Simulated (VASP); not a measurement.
# SnGe2 (P-3m1) in VASP: single point with PBE

Aim: the single point of SnGe2 with PBE.

Everything below comes from runs of VASP 6.6.1. Logs are shortened: lines on timing, memory, paths and dates and some standing lists are left out, and cuts for length are marked.

## Step 1: The cell of the first run

It takes space group P-3m1 (No. 164, trigonal). Conventional cell: a = 4.158 Å, b = 4.158 Å, c = 10.217 Å, α = 90.00°, β = 90.00°, γ = 120.00°. Sn (site symmetry 3m) has 3 Ge at 2.58 Å and 1 Sn at 2.77 Å within 3.4 Å. Ge (site symmetry 3m) has 1 Ge at 2.43 Å and 3 Sn at 2.58 Å within 3.2 Å. Ge (site symmetry 3m) has 4 Ge at 2.43 to 2.51 Å within 3.2 Å.

## Step 2: Single point, PBE (25.49 Å³/atom)

The input, INCAR:

```
PREC = Accurate
ENCUT = 520
EDIFF = 1E-6
ISMEAR = 0
SIGMA = 0.1
LREAL = False
LASPH = True
NELM = 100
ALGO = Normal
ISIF = 2
LWAVE = False
LCHARG = False
GGA = PE
NBANDS = 51
```

The input, KPOINTS:

```
Automatic mesh
0
Gamma
  12 12 4
```

The input, POSCAR:

```
SnGe2
1.0
    4.1575323609      0.0000000000      0.0000000000
   -2.0787661804      3.6005286416      0.0000000000
    0.0000000000      0.0000000000     10.2169406262
Sn Ge
2 4
Direct
    0.0000000000      0.0000000000      0.8642383452
    0.0000000000      0.0000000000      0.1357616548
    0.3333333333      0.6666666667      0.7728306474
    0.6666666667      0.3333333333      0.2271693526
    0.3333333333      0.6666666667      0.5353251630
    0.6666666667      0.3333333333      0.4646748370
```

Potentials or basis: VASP PAW PBE potentials, release 64 (Sn_d, Ge_d).

On the command line:

```console
> cat potpaw_PBE.64/Sn_d/POTCAR potpaw_PBE.64/Ge_d/POTCAR > POTCAR
> mpirun -np 1 vasp_std > vasp.out
```

OUTCAR:

```text
PREC = Accurate
   ENCUT = 520
   EDIFF = 1E-6
   ISMEAR = 0
   LREAL = False
   LASPH = True
   NELM = 100
   ISIF = 2
   GGA = PE

 ion  position               nearest neighbor table
   1  0.000  0.000  0.864-   3 2.58   3 2.58   3 2.58   2 2.77
   2  0.000  0.000  0.136-   4 2.58   4 2.58   4 2.58   1 2.77
   3  0.333  0.667  0.773-   5 2.43   1 2.58   1 2.58   1 2.58
   4  0.667  0.333  0.227-   6 2.43   2 2.58   2 2.58   2 2.58
   5  0.333  0.667  0.535-   3 2.43   6 2.51   6 2.51   6 2.51
   6  0.667  0.333  0.465-   4 2.43   5 2.51   5 2.51   5 2.51

  LATTYP: Found a hexagonal cell.
 ALAT       =     4.1575323609
 C/A-ratio  =     2.4574530609

  Lattice vectors:

 A1 = (   4.1575323609,   0.0000000000,   0.0000000000)
 A2 = (  -2.0787661804,   3.6005286416,   0.0000000000)
 A3 = (   0.0000000000,   0.0000000000,  10.2169406262)

Analysis of symmetry for initial positions (statically):
=====================================================================
 Subroutine PRICEL returns:
 Original cell was already a primitive cell.

 Routine SETGRP: Setting up the symmetry group for a
 hexagonal supercell.

 Subroutine GETGRP returns: Found 12 space group operations
 (whereof 12 operations were pure point group operations)
 out of a pool of 24 trial point group operations.

The static configuration has the point symmetry D_3d.

Analysis of symmetry for dynamics (positions and initial velocities):
=====================================================================
 Subroutine PRICEL returns:
 Original cell was already a primitive cell.

 Routine SETGRP: Setting up the symmetry group for a
 hexagonal supercell.

 Subroutine GETGRP returns: Found 12 space group operations
 (whereof 12 operations were pure point group operations)
 out of a pool of 24 trial point group operations.

The dynamic configuration has the point symmetry D_3d.

 Subroutine INISYM returns: Found 12 space group operations
 (whereof 12 operations are pure point group operations),
 and found     1 'primitive' translations

----------------------------------------------------------------------------------------

                                     Primitive cell

  volume of cell :     152.9406

  direct lattice vectors                    reciprocal lattice vectors
     4.157532361  0.000000000  0.000000000     0.240527292  0.138868497  0.000000000
    -2.078766180  3.600528642  0.000000000     0.000000000  0.277736994  0.000000000
     0.000000000  0.000000000 10.216940626     0.000000000  0.000000000  0.097876658

  length of vectors
     4.157532361  4.157532361 10.216940626     0.277736994  0.277736994  0.097876658

  position of ions in fractional coordinates (direct lattice)
     0.000000000  0.000000000  0.864238345
     0.000000000  0.000000000  0.135761655
     0.333333333  0.666666667  0.772830647
     0.666666667  0.333333333  0.227169353
     0.333333333  0.666666667  0.535325163
     0.666666667  0.333333333  0.464674837

  ion indices of the primitive-cell ions
   primitive index   ion index
                 1           1
                 2           2
                 3           3
                 4           4
                 5           5
                 6           6

----------------------------------------------------------------------------------------

 KPOINTS: Automatic mesh

Automatic generation of k-mesh.
 Grid dimensions read from file:
 generate k-points for:   12   12    4

 Generating k-lattice:

  Cartesian coordinates                     Fractional coordinates (reciprocal lattice)
     0.020043941  0.011572375  0.000000000     0.083333333  0.000000000  0.000000000
     0.000000000  0.023144749  0.000000000     0.000000000  0.083333333  0.000000000
     0.000000000  0.000000000  0.024469164     0.000000000  0.000000000  0.250000000

  Length of vectors
     0.023144749  0.023144749  0.024469164

  Shift w.r.t. Gamma in fractional coordinates (k-lattice)
     0.000000000  0.000000000  0.000000000

 Subroutine IBZKPT returns following result:
 ===========================================

 Found     69 irreducible k-points:

 Following reciprocal coordinates:
            Coordinates               Weight
  0.000000  0.000000  0.000000      1.000000
  0.083333  0.000000  0.000000      6.000000
  0.166667  0.000000  0.000000      6.000000
  0.250000  0.000000  0.000000      6.000000
  0.333333  0.000000  0.000000      6.000000
  0.416667  0.000000  0.000000      6.000000
[... 16 lines left out ...]
  0.166667  0.000000  0.250000      6.000000
  0.000000  0.166667  0.250000      6.000000
 [... further k-points ...]
   k-points           NKPTS =     69   k-points in BZ     NKDIM =     69   number of bands    NBANDS=     51
   number of dos      NEDOS =    301   number of ions     NIONS =      6
   total plane-waves  NPLWV =  81920
   dimension x,y,z NGX =    32 NGY =   32 NGZ =   80
   dimension x,y,z NGXF=    64 NGYF=   64 NGZF=  160
   ions per type =               2   4
   NGX,Y,Z   is equivalent  to a cutoff of  12.80, 12.80, 13.02 a.u.
   NGXF,Y,Z  is equivalent  to a cutoff of  25.59, 25.59, 26.03 a.u.
 SYSTEM =  unknown system
   PREC   = accura    normal or accurate (medium, high low for compatibility)
   ISTART =      0    job   : 0-new  1-cont  2-samecut
   ICHARG =      2    charge: 1-file 2-atom 10-const
   ISPIN  =      1    spin polarized calculation?
   LNONCOLLINEAR =      F non collinear calculations
   LSORBIT =      F    spin-orbit coupling
   LASPH  =      T    aspherical Exc in radial PAW
   ENCUT  =  520.0 eV  38.22 Ry    6.18 a.u.   7.73  7.73 19.00*2*pi/ulx,y,z
   NELM   =    100;   NELMIN=  2; NELMDL= -5     # of ELM steps
   EDIFF  = 0.1E-05   stopping-criterion for ELM
   LREAL  =      F    real-space projection
[... 7 lines left out ...]
   TEBEG  =    0.0;   TEEND  =   0.0 temperature during run
   PSTRESS=    0.0 pullay stress
   NELECT =      84.0000    total number of electrons
   NUPDOWN=      -1.0000    fix difference up-down
   EMIN   =  10.00;   EMAX   =-10.00  energy-range for DOS
   EFERMI =   0.00;   METHOD = LEGACY
   ISMEAR =     0;   SIGMA  =   0.10  broadening in eV -4-tet -1-fermi 0-gaus
   EFERMI_NEDOS =   21; number of points for ismear=-14 and -15
   IALGO  =     38    algorithm
   IMIX   =      4    mixing-type and parameters
     AMIX     =   0.40;   BMIX     =  1.00
     AMIX_MAG =   1.60;   BMIX_MAG =  1.00
  volume/ion in A,a.u.               =      25.49       172.02
  Fermi-wavevector in a.u.,A,eV,Ry     =   1.340686  2.533529 24.455633  1.797438
  Thomas-Fermi vector in A             =   2.468979
   LORBIT       =      0    0 simple, 1 ext, 2 COOP (PROOUT), +10 PAW based schemes
   GGA     = PE    functional components
   LHFCALC =     F    Hartree Fock is set to
   AEXX    =    0.0000 exact exchange contribution
   IVDW    =     0    specifies the selected vdW correction
   LEPSILON=     F    determine dielectric tensor
   LRPA    =     F    only Hartree local field effects (RPA)
 non-spin polarized calculation
 Gauss-broadening in eV      SIGMA  =   0.10
  energy-cutoff  :      520.00
  volume of cell :      152.94
 maximum number of plane-waves:      4154
 NGX is ok and might be reduce to    32
   NGX = 15   NGY = 15   NGZ = 37

 number of electron      84.0000027 magnetization

 Free energy of the ion-electron system (eV)
  ---------------------------------------------------
  ext. energy  EPLUGINS =         0.00000000
  ---------------------------------------------------
  free energy    TOTEN  =       -25.27179658 eV

  energy without entropy =      -25.27056096  energy(sigma->0) =      -25.27117877

 E-fermi :   5.7103     XC(G=0):  -9.6750

 val. band max:        5.6783805148   @ k =   0.0833   0.0000   0.2500
 cond. band min:       5.7582930514   @ k =   0.5000   0.0000   0.5000
 fundamental gap:      0.0799125366
 Fermi energy:         5.7103439103

 k-point     1 :       0.0000    0.0000    0.0000
  band No.  band energies     occupation
      1     -19.3260      2.00000
      2     -19.3260      2.00000
      3     -19.2883      2.00000
      4     -19.2755      2.00000
      5     -19.2755      2.00000
      6     -19.2450      2.00000
[... 43 lines left out ...]
     50       9.0530      0.00000
     51       9.5646      0.00000

 k-point     2 :       0.0833    0.0000    0.0000
  band No.  band energies     occupation
      1     -19.3290      2.00000
      2     -19.3290      2.00000
      3     -19.2911      2.00000
      4     -19.2716      2.00000
      5     -19.2705      2.00000
      6     -19.2421      2.00000
[... 43 lines left out ...]
     50       9.1836      0.00000
     51       9.5230      0.00000

 k-point     3 :       0.1667    0.0000    0.0000
  band No.  band energies     occupation
      1     -19.3353      2.00000
      2     -19.3348      2.00000
      3     -19.2963      2.00000
      4     -19.2632      2.00000
      5     -19.2627      2.00000
      6     -19.2323      2.00000
[... 43 lines left out ...]
     50       9.6394      0.00000
     51       9.7771      0.00000
[... 1027 lines left out ...]
 k-point    23 :       0.1667    0.0000    0.2500
  band No.  band energies     occupation
      1     -19.3353      2.00000
      2     -19.3348      2.00000
      3     -19.2963      2.00000
      4     -19.2632      2.00000
      5     -19.2627      2.00000
      6     -19.2323      2.00000
[... 43 lines left out ...]
     50       9.8607      0.00000
     51       9.9400      0.00000

 k-point    24 :       0.0000    0.1667    0.2500
  band No.  band energies     occupation
      1     -19.3353      2.00000
      2     -19.3348      2.00000
      3     -19.2963      2.00000
      4     -19.2632      2.00000
      5     -19.2627      2.00000
      6     -19.2323      2.00000
[... 43 lines left out ...]
     50       9.7008      0.00000
     51       9.7749      0.00000

 [... further k-points ...]

------------------------ aborting loop because EDIFF is reached ----------------------------------------

  FORCE on cell =-STRESS in cart. coord.  units (eV):
  Direction    XX          YY          ZZ          XY          YZ          ZX
  --------------------------------------------------------------------------------------
  -------------------------------------------------------------------------------------
  Total        5.4213700      5.4213700      5.4146497      0.0000000     -0.0000000      0.0000000
  in kB       56.7932676     56.7932676     56.7228660      0.0000000     -0.0000000      0.0000000
  external PRESSURE =      56.7698004 kB  Pullay stress =       0.0000000 kB

 VOLUME and BASIS-vectors are now :
 -----------------------------------------------------------------------------
  energy-cutoff  :      520.00
  volume of cell :      152.94
      direct lattice vectors                 reciprocal lattice vectors
     4.157532361  0.000000000  0.000000000     0.240527292  0.138868497  0.000000000
    -2.078766180  3.600528642  0.000000000     0.000000000  0.277736994  0.000000000
     0.000000000  0.000000000 10.216940626     0.000000000  0.000000000  0.097876658

 POSITION                                       TOTAL-FORCE (eV/Angst)
 -----------------------------------------------------------------------------------
      0.00000      0.00000      8.82987        -0.000000     -0.000000     -0.001718
      0.00000      0.00000      1.38707        -0.000000      0.000000      0.001718
     -0.00000      2.40035      7.89596         0.000000      0.000000      0.002484
      2.07877      1.20018      2.32098         0.000000     -0.000000     -0.002484
     -0.00000      2.40035      5.46939        -0.000000     -0.000000      0.001679
      2.07877      1.20018      4.74756        -0.000000      0.000000     -0.001679
 -----------------------------------------------------------------------------------
    total drift:                               -0.000000      0.000000      0.000000

  FREE ENERGIE OF THE ION-ELECTRON SYSTEM (eV)
  ---------------------------------------------------
  free  energy   TOTEN  =       -25.2717965820 eV

  energy  without entropy=      -25.2705609573  energy(sigma->0) =      -25.27117877
```

It took 3.8 min on 1 thread of Intel Xeon 6975P-C (Granite Rapids), shared host; peak memory 0.54 GiB.

Results:

```
Free energy            : -25.2718 eV
Pressure               : 5.7 GPa
Band gap on the k mesh : zero (bands 42 and 43 overlap by 0.46 eV)
```

Forces on the atoms (eV/Å):
```
Sn   0.000  0.000 -0.002
Sn   0.000  0.000  0.002
Ge   0.000  0.000  0.002
Ge   0.000  0.000 -0.002
Ge   0.000  0.000  0.002
Ge   0.000  0.000 -0.002
```

Levels at points of the mesh, in eV from the Fermi level:
| k point | band 40 | band 41 | band 42 | band 43 | band 44 | band 45 |
| --- | --- | --- | --- | --- | --- | --- |
| (0.00, 0.00, 0.00) | -0.78 | -0.15 | 0.10 | 0.10 | 0.27 | 0.94 |
| (0.50, 0.00, 0.00) | -2.85 | -1.84 | -1.83 | 0.55 | 0.63 | 1.56 |
| (0.00, 0.00, 0.50) | -0.42 | -0.42 | -0.36 | -0.36 | 1.13 | 1.14 |
| (0.50, 0.00, 0.50) | -2.38 | -1.42 | -1.31 | 0.05 | 0.64 | 1.35 |

Caveat: the cell stands under pressure; semilocal functionals underestimate gaps, and a narrow one can read as zero; spin-orbit coupling is left out, which moves the levels of the heavy elements.

The gap in the log of VASP goes by the Fermi energy; the results here count the filled bands.